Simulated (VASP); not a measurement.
Write the native input for VASP 6.6.1 that does the following.

```
Task                   : single point
Functional             : PBE
Potentials or basis    : VASP PAW PBE potentials, release 64 (B, As, Ga_d)
Cutoff                 : 520 eV
k mesh                 : 6 × 6 × 6
Occupations            : fermi-dirac, width 0.02 eV
Spin                   : no spin polarisation
Dipole correction      : no
Further INCAR settings : ALGO = Normal; EDIFF = 1e-06; NBANDS = 31
```

The structure of GaB3As4 lies in POSCAR:

```
GaB3As4
1.0
    5.0551578512      0.0000000000      0.0000000000
    0.0000000000      5.0551578512      0.0000000000
    0.0000000000      0.0000000000      5.0551578512
B As Ga
3 4 1
Direct
    0.5000000000      0.0000000000      0.0000000000
    0.0000000000      0.5000000000      0.0000000000
    0.0000000000      0.0000000000      0.5000000000
    0.7664332753      0.2335667247      0.2335667247
    0.2335667247      0.7664332753      0.2335667247
    0.2335667247      0.2335667247      0.7664332753
    0.7664332753      0.7664332753      0.7664332753
    0.5000000000      0.5000000000      0.5000000000
```

The input as run:

INCAR

```
ALGO = Normal ; EDIFF = 1E-6
ENCUT = 520 ; GGA = PE
ISIF = 2 ; ISMEAR = -1
LASPH = T ; LCHARG = F
LREAL = F ; LWAVE = F
NBANDS = 31 ; NELM = 80
PREC = Accurate ; SIGMA = 0.02
```

KPOINTS

```
k-points
0
Gamma
  6 6 6
```

Potentials or basis: VASP PAW PBE potentials, release 64 (B, As, Ga_d).

Launch:

```sh
$ cat potpaw_PBE.64/B/POTCAR potpaw_PBE.64/As/POTCAR potpaw_PBE.64/Ga_d/POTCAR > POTCAR
$ mpirun -np 1 vasp_std > vasp.out
```

Results of the run:

The pressure is 0.4 GPa and the largest force is 0.011 eV/Å. The band gap on the k mesh is 0.46 eV, direct.

Wall time 35 s on 1 thread of Intel(R) Xeon(R) 6975P-C (Granite Rapids), on a shared host, peak memory 0.27 GiB.
